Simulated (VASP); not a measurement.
# Li (P1) in VASP: single point with PBE

Aim: the single point of Li with PBE.

Program: VASP 6.6.1. These are calculated values, not measurements. Logs are shortened: lines on timing, memory, paths and dates and some standing lists are left out, and cuts for length are marked.

### Step 1. The cell of the first run

The typed cell holds 24 atoms: a = 9.898 Å, b = 9.898 Å, c = 5.778 Å, α = 90.00°, β = 90.00°, γ = 120.00°.

### Step 2. Single point, PBE (atoms moved at random)

Input file INCAR:

```
SYSTEM = Li
ALGO     = Normal         ! electronic algorithm
EDIFF    = 1E-6           ! SCF threshold, eV
ENCUT    = 800            ! plane-wave cutoff, eV
GGA      = PE             ! functional
GGA_COMPAT= .False.      
ISIF     = 2              ! what is computed and relaxed
ISMEAR   = 1              ! smearing method
ISYM     = 0            
LASPH    = .True.         ! aspherical terms in the spheres
LCHARG   = .False.        ! write CHGCAR
LREAL    = .False.        ! projectors in reciprocal space
LWAVE    = .False.        ! write WAVECAR
NELM     = 120            ! most SCF steps
PREC     = Accurate       ! precision mode
SIGMA    = 0.1            ! smearing width, eV
```

Input file KPOINTS:

```
k-points
0
Gamma
  2 2 3
```

Input file POSCAR:

```
Li
1.0
    9.8977342616      0.0000000000      0.0000000000
   -4.9488671308      8.5716893104      0.0000000000
    0.0000000000      0.0000000000      5.7776860000
Li
24
Direct
    0.1682660000      0.3366750000      0.2498090000
    0.1718040000      0.3320570000      0.7430380000
    0.1674920000      0.8334110000      0.2492940000
    0.1675630000      0.8356220000      0.7344080000
    0.6598890000      0.3295010000      0.2425000000
    0.6667100000      0.3334740000      0.7496970000
    0.6669610000      0.8304190000      0.2542400000
    0.6621770000      0.8296550000      0.7505740000
    0.3289280000      0.1644150000      0.2455780000
    0.3343230000      0.1638840000      0.7539100000
    0.3264510000      0.6641330000      0.2538260000
    0.3270440000      0.6670230000      0.7522410000
    0.8331340000      0.1633650000      0.2487780000
    0.8333180000      0.1706790000      0.7518750000
    0.8358940000      0.6686470000      0.2370250000
    0.8341710000      0.6621800000      0.7516030000
   -0.0070150000     -0.0010850000     -0.0076120000
    0.0010220000     -0.0005520000      0.4962810000
   -0.0017680000      0.4976980000      0.0030650000
    0.0028960000      0.5003470000      0.4972560000
    0.4989670000     -0.0011280000     -0.0043990000
    0.5004730000     -0.0022530000      0.5041620000
    0.5034690000      0.4989820000     -0.0061250000
    0.4993270000      0.5024830000      0.4977570000
```

Potentials or basis: VASP PAW PBE potentials, release 64 (Li_sv).

Started as:

```console
cat potpaw_PBE.64/Li_sv/POTCAR > POTCAR
mpirun -np 8 vasp_std > vasp.out
```

OUTCAR:

```text
SYSTEM = Li
   EDIFF = 1E-6
   ENCUT = 800
   GGA = PE
   ISIF = 2
   ISMEAR = 1
   ISYM = 0
   LASPH = .True.
   LREAL = .False.
   NELM = 120
   PREC = Accurate

 ion  position               nearest neighbor table
   1  0.168  0.337  0.250-
   2  0.172  0.332  0.743-
   3  0.167  0.833  0.249-
   4  0.168  0.836  0.734-
   5  0.660  0.330  0.242-
   6  0.667  0.333  0.750-
[... 16 lines left out ...]
  23  0.503  0.499  0.994-
  24  0.499  0.502  0.498-

IMPORTANT INFORMATION: All symmetrisations will be switched off!
NOSYMM: (Re-)initialisation of all symmetry stuff for point group C_1.

----------------------------------------------------------------------------------------

                                     Primitive cell

  volume of cell :     490.1806

  direct lattice vectors                    reciprocal lattice vectors
     9.897734262  0.000000000  0.000000000     0.101033224  0.058331559  0.000000000
    -4.948867131  8.571689310  0.000000000     0.000000000  0.116663118  0.000000000
     0.000000000  0.000000000  5.777686000     0.000000000  0.000000000  0.173079672

  length of vectors
     9.897734262  9.897734262  5.777686000     0.116663118  0.116663118  0.173079672

  position of ions in fractional coordinates (direct lattice)
     0.168266000  0.336675000  0.249809000
     0.171804000  0.332057000  0.743038000
     0.167492000  0.833411000  0.249294000
     0.167563000  0.835622000  0.734408000
     0.659889000  0.329501000  0.242500000
     0.666710000  0.333474000  0.749697000
[... 16 lines left out ...]
     0.503469000  0.498982000  0.993875000
     0.499327000  0.502483000  0.497757000

  ion indices of the primitive-cell ions
   primitive index   ion index
                 1           1
                 2           2
                 3           3
                 4           4
                 5           5
                 6           6
[... 16 lines left out ...]
                23          23
                24          24

----------------------------------------------------------------------------------------

 KPOINTS: k-points

Automatic generation of k-mesh.
 Grid dimensions read from file:
 generate k-points for:    2    2    3

 Generating k-lattice:

  Cartesian coordinates                     Fractional coordinates (reciprocal lattice)
     0.050516612  0.029165779  0.000000000     0.500000000  0.000000000  0.000000000
     0.000000000  0.058331559  0.000000000     0.000000000  0.500000000  0.000000000
     0.000000000  0.000000000  0.057693224     0.000000000  0.000000000  0.333333333

  Length of vectors
     0.058331559  0.058331559  0.057693224

  Shift w.r.t. Gamma in fractional coordinates (k-lattice)
     0.000000000  0.000000000  0.000000000

 Subroutine IBZKPT returns following result:
 ===========================================

 Found      8 irreducible k-points:

 Following reciprocal coordinates:
            Coordinates               Weight
  0.000000  0.000000  0.000000      1.000000
  0.500000  0.000000  0.000000      1.000000
  0.000000  0.500000  0.000000      1.000000
  0.500000  0.500000  0.000000      1.000000
  0.000000  0.000000  0.333333      2.000000
  0.500000  0.000000  0.333333      2.000000
  0.000000  0.500000  0.333333      2.000000
  0.500000  0.500000  0.333333      2.000000
   k-points           NKPTS =      8   k-points in BZ     NKDIM =      8   number of bands    NBANDS=     56
   number of dos      NEDOS =    301   number of ions     NIONS =     24
   total plane-waves  NPLWV = 497664
   dimension x,y,z NGX =    96 NGY =   96 NGZ =   54
   dimension x,y,z NGXF=   192 NGYF=  192 NGZF=  108
   ions per type =              24
   NGX,Y,Z   is equivalent  to a cutoff of  16.12, 16.12, 15.54 a.u.
   NGXF,Y,Z  is equivalent  to a cutoff of  32.25, 32.25, 31.08 a.u.
 SYSTEM =  Li
   PREC   = accura    normal or accurate (medium, high low for compatibility)
   ISTART =      0    job   : 0-new  1-cont  2-samecut
   ICHARG =      2    charge: 1-file 2-atom 10-const
   ISPIN  =      1    spin polarized calculation?
   LNONCOLLINEAR =      F non collinear calculations
   LSORBIT =      F    spin-orbit coupling
   LASPH  =      T    aspherical Exc in radial PAW
   ENCUT  =  800.0 eV  58.80 Ry    7.67 a.u.  22.83 22.83 13.32*2*pi/ulx,y,z
   NELM   =    120;   NELMIN=  2; NELMDL= -5     # of ELM steps
   EDIFF  = 0.1E-05   stopping-criterion for ELM
   LREAL  =      F    real-space projection
   EDIFFG = 0.1E-04   stopping-criterion for IOM
   NSW    =      0    number of steps for IOM
   IBRION =     -1    ionic relax: 0-MD 1-quasi-New 2-CG
   NFREE  =      0    steps in history (QN), initial steepest desc. (CG)
   ISIF   =      2    stress and relaxation
   ISYM   =      0    0-nonsym 1-usesym 2-fastsym
   POTIM  = 0.5000    time-step for ionic-motion
   TEBEG  =    0.0;   TEEND  =   0.0 temperature during run

   SCALEE = 1.0000    scale energy and forces
   PSTRESS=    0.0 pullay stress
   NELECT =      72.0000    total number of electrons
   NUPDOWN=      -1.0000    fix difference up-down
   EMIN   =  10.00;   EMAX   =-10.00  energy-range for DOS
   EFERMI =   0.00;   METHOD = LEGACY
   ISMEAR =     1;   SIGMA  =   0.10  broadening in eV -4-tet -1-fermi 0-gaus
   EFERMI_NEDOS =   21; number of points for ismear=-14 and -15
   IALGO  =     38    algorithm
   IMIX   =      4    mixing-type and parameters
     AMIX     =   0.40;   BMIX     =  1.00
     AMIX_MAG =   1.60;   BMIX_MAG =  1.00
  volume/ion in A,a.u.               =      20.42       137.83
  Fermi-wavevector in a.u.,A,eV,Ry     =   0.863774  1.632297 10.151389  0.746106
  Thomas-Fermi vector in A             =   1.981774
   LORBIT       =      0    0 simple, 1 ext, 2 COOP (PROOUT), +10 PAW based schemes
   GGA     = PE    functional components
   LHFCALC =     F    Hartree Fock is set to
   AEXX    =    0.0000 exact exchange contribution
   IVDW    =     0    specifies the selected vdW correction
   LEPSILON=     F    determine dielectric tensor
   LRPA    =     F    only Hartree local field effects (RPA)

   CSHIFT  =0.1000    complex shift for real part using Kramers Kronig

   OMEGAMAX=  -1.0    maximum frequency
 non-spin polarized calculation
 Methfessel and Paxton  Order N= 1 SIGMA  =   0.10
  energy-cutoff  :      800.00
  volume of cell :      490.18
 maximum number of plane-waves:     25214
 NGX is ok and might be reduce to    96
   NGX = 45   NGY = 45   NGZ = 27

 number of electron      71.9999992 magnetization

 Free energy of the ion-electron system (eV)
  ---------------------------------------------------
  ext. energy  EPLUGINS =         0.00000000
  ---------------------------------------------------
  free energy    TOTEN  =       -45.65774991 eV

  energy without entropy =      -45.66971523  energy(sigma->0) =      -45.66173835

 E-fermi :   0.5765     XC(G=0):  -7.0254

 val. band max:        0.5039881196   @ k =   0.5000   0.0000   0.0000
 cond. band min:       0.6934342880   @ k =   0.0000   0.0000   0.0000
 fundamental gap:      0.1894461684
 Fermi energy:         0.5765033937

 k-point     1 :       0.0000    0.0000    0.0000
  band No.  band energies     occupation
      1     -45.9821      2.00000
      2     -45.9766      2.00000
      3     -45.9724      2.00000
      4     -45.9712      2.00000
      5     -45.9674      2.00000
      6     -45.9656      2.00000
[... 40 lines left out ...]
     47       2.7050      0.00000
     48       2.7198      0.00000

 k-point     2 :       0.5000    0.0000    0.0000
  band No.  band energies     occupation
      1     -45.9816      2.00000
      2     -45.9770      2.00000
      3     -45.9731      2.00000
      4     -45.9708      2.00000
      5     -45.9671      2.00000
      6     -45.9657      2.00000
[... 40 lines left out ...]
     47       3.6520      0.00000
     48       3.6613      0.00000

 k-point     3 :       0.0000    0.5000    0.0000
  band No.  band energies     occupation
      1     -45.9815      2.00000
      2     -45.9775      2.00000
      3     -45.9724      2.00000
      4     -45.9713      2.00000
      5     -45.9667      2.00000
      6     -45.9656      2.00000
[... 40 lines left out ...]
     47       3.6530      0.00000
     48       3.6580      0.00000

 k-point     4 :       0.5000    0.5000    0.0000
  band No.  band energies     occupation
      1     -45.9813      2.00000
      2     -45.9780      2.00000
      3     -45.9727      2.00000
      4     -45.9696      2.00000
      5     -45.9676      2.00000
      6     -45.9662      2.00000
[... 40 lines left out ...]
     47       3.6560      0.00000
     48       3.6628      0.00000

 k-point     5 :       0.0000    0.0000    0.3333
  band No.  band energies     occupation
      1     -45.9808      2.00000
      2     -45.9749      2.00000
      3     -45.9703      2.00000
      4     -45.9698      2.00000
      5     -45.9681      2.00000
      6     -45.9644      2.00000
[... 40 lines left out ...]
     47       3.1835      0.00000
     48       3.2079      0.00000

 k-point     6 :       0.5000    0.0000    0.3333
  band No.  band energies     occupation
      1     -45.9805      2.00000
      2     -45.9752      2.00000
      3     -45.9710      2.00000
      4     -45.9693      2.00000
      5     -45.9678      2.00000
      6     -45.9651      2.00000
[... 40 lines left out ...]
     47       3.1258      0.00000
     48       3.1506      0.00000

 k-point     7 :       0.0000    0.5000    0.3333
  band No.  band energies     occupation
      1     -45.9804      2.00000
      2     -45.9755      2.00000
      3     -45.9704      2.00000
      4     -45.9699      2.00000
      5     -45.9672      2.00000
      6     -45.9648      2.00000
[... 40 lines left out ...]
     47       3.1347      0.00000
     48       3.1426      0.00000

 k-point     8 :       0.5000    0.5000    0.3333
  band No.  band energies     occupation
      1     -45.9802      2.00000
      2     -45.9759      2.00000
      3     -45.9708      2.00000
      4     -45.9685      2.00000
      5     -45.9677      2.00000
      6     -45.9644      2.00000
[... 40 lines left out ...]
     47       3.1308      0.00000
     48       3.1488      0.00000
 [bands above 48 left out]

------------------------ aborting loop because EDIFF is reached ----------------------------------------

  FORCE on cell =-STRESS in cart. coord.  units (eV):
  Direction    XX          YY          ZZ          XY          YZ          ZX
  --------------------------------------------------------------------------------------
  -------------------------------------------------------------------------------------
  Total       -0.8515066     -0.7758913     -0.4326357     -0.0729956     -0.0031090     -0.0102951
  in kB       -2.7831875     -2.5360354     -1.4140891     -0.2385894     -0.0101618     -0.0336500
  external PRESSURE =      -2.2444373 kB  Pullay stress =       0.0000000 kB

 VOLUME and BASIS-vectors are now :
 -----------------------------------------------------------------------------
  energy-cutoff  :      800.00
  volume of cell :      490.18
      direct lattice vectors                 reciprocal lattice vectors
     9.897734262  0.000000000  0.000000000     0.101033224  0.058331559  0.000000000
    -4.948867131  8.571689310  0.000000000     0.000000000  0.116663118  0.000000000
     0.000000000  0.000000000  5.777686000     0.000000000  0.000000000  0.173079672

 POSITION                                       TOTAL-FORCE (eV/Angst)
 -----------------------------------------------------------------------------------
     -0.00071      2.88587      1.44332         0.001710     -0.053143     -0.065880
      0.05716      2.84629      4.29304        -0.053888      0.005379      0.058271
     -2.46665      7.14374      1.44034        -0.015686      0.010087     -0.125557
     -2.47689      7.16269      4.24318        -0.035600     -0.026562      0.124029
      4.90075      2.82438      1.40109         0.061941      0.027771      0.059548
      4.94860      2.85844      4.33151        -0.013419     -0.014055     -0.058896
[... 16 lines left out ...]
      2.51381      4.27712      5.74230        -0.060711      0.010888      0.036872
      2.45548      4.30713      2.87588         0.022738     -0.028234     -0.027404
 -----------------------------------------------------------------------------------
    total drift:                                0.000048      0.000280     -0.001310

  FREE ENERGIE OF THE ION-ELECTRON SYSTEM (eV)
  ---------------------------------------------------
  free  energy   TOTEN  =       -45.6577499107 eV

  energy  without entropy=      -45.6697152310  energy(sigma->0) =      -45.66173835
```

Wall time 49 s (8 MPI ranks of Intel Xeon 6975P-C (Granite Rapids), shared host); peak memory 0.31 GiB.

What came out:

```yaml
Free_energy: -45.6577 eV
Pressure: -0.2 GPa
Largest_force: 0.134 eV/Å
Band_gap_on_the_k_mesh: zero (bands 36 and 37 overlap by 0.63 eV)
```

Forces on the atoms (eV/Å):
```
Li   0.002 -0.053 -0.066
Li  -0.054  0.005  0.058
Li  -0.016  0.010 -0.126
Li  -0.036 -0.027  0.124
Li   0.062  0.028  0.060
Li  -0.013 -0.014 -0.059
Li  -0.059 -0.007 -0.034
Li   0.030  0.031  0.029
Li  -0.010  0.006  0.066
Li   0.003  0.024 -0.063
Li   0.099  0.054 -0.017
Li   0.055 -0.034  0.019
Li  -0.032  0.031  0.035
Li   0.043 -0.041 -0.036
Li   0.005 -0.044  0.121
Li  -0.025  0.056 -0.120
Li   0.061  0.009  0.024
Li  -0.023 -0.005 -0.016
Li   0.005  0.008 -0.045
Li  -0.061 -0.029  0.038
Li   0.010 -0.012  0.075
Li  -0.009  0.022 -0.079
Li  -0.061  0.011  0.037
Li   0.023 -0.028 -0.027
```

Stress tensor (GPa, compression positive):
```
-0.28 -0.02  0.00
-0.02 -0.25  0.00
 0.00  0.00 -0.14
```

Levels at points of the mesh, in eV from the Fermi level:
| k point | band 34 | band 35 | band 36 | band 37 | band 38 | band 39 |
| --- | --- | --- | --- | --- | --- | --- |
| (0.00, 0.00, 0.00) | 0.12 | 0.12 | 0.15 | 0.63 | 0.65 | 0.65 |
| (0.50, 0.00, 0.00) | -0.12 | -0.08 | -0.07 | 0.39 | 0.40 | 0.61 |
| (0.00, 0.50, 0.00) | -0.13 | -0.09 | -0.08 | 0.39 | 0.39 | 0.60 |
| (0.50, 0.50, 0.00) | -0.11 | -0.09 | -0.08 | 0.39 | 0.40 | 0.59 |

Caveat: the k points lie up to 0.37 Å⁻¹ apart, too coarse for converged energies and pressures of a metal; the cell differs from its parent crystal (atoms moved at random).
